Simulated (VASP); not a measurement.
Wanted: the native input for a VASP 6.6.1 run.

```yaml
Task: single point
Functional: LDA
Potentials_or_basis: VASP PAW LDA potentials, release 64 (Ca_sv, Sb, P)
Cutoff: 520 eV
k_mesh: 6 × 6 × 6
Occupations: gaussian, width 0.05 eV
Spin: no spin polarisation
Dipole_correction: no
Further_INCAR_settings: ALGO = Normal; EDIFF = 1e-06; NBANDS = 28
```

The structure of Ca3SbP lies in POSCAR:

```
Ca3SbP
1.0
    5.2080295048      0.0000000000      0.0000000000
    0.0000000000      5.2080295048      0.0000000000
    0.0000000000      0.0000000000      5.2080295048
Ca Sb P
3 1 1
Direct
   -0.0057413859      0.5000000000      0.5000000000
    0.4771498990      0.0000000000      0.5000000000
    0.4771498990      0.5000000000      0.0000000000
    0.0175527343      0.0000000000      0.0000000000
    0.4975610011      0.5000000000      0.5000000000
```

One way to write it, as run:

INCAR

```
SYSTEM = Ca3SbP
  ALGO = Normal
  EDIFF = 1E-6
  ENCUT = 520
  GGA = CA
  ISIF = 2
  ISMEAR = 0
  LASPH = .TRUE.
  LCHARG = .FALSE.
  LREAL = .FALSE.
  LWAVE = .FALSE.
  NBANDS = 28
  NELM = 100
  PREC = Accurate
  SIGMA = 0.05
```

KPOINTS

```
k-points
0
G
  6 6 6
  0 0 0
```

Potentials or basis: VASP PAW LDA potentials, release 64 (Ca_sv, Sb, P).

Launch:

```sh
$ cat potpaw_LDA.64/Ca_sv/POTCAR potpaw_LDA.64/Sb/POTCAR potpaw_LDA.64/P/POTCAR > POTCAR
$ mpirun -np 1 vasp_std > vasp.out
```

It gave:

```json
{"Pressure": "1.5 GPa", "Largest force": "0.012 eV/Å", "Band gap on the k mesh": "0.55 eV, direct"}
```

Caveat: spin-orbit coupling is left out, which moves the levels of the heavy elements.

Wall time 3.4 min on 1 thread of Oxide Virtual Turin-like Processor (shared host), peak memory 0.26 GiB.
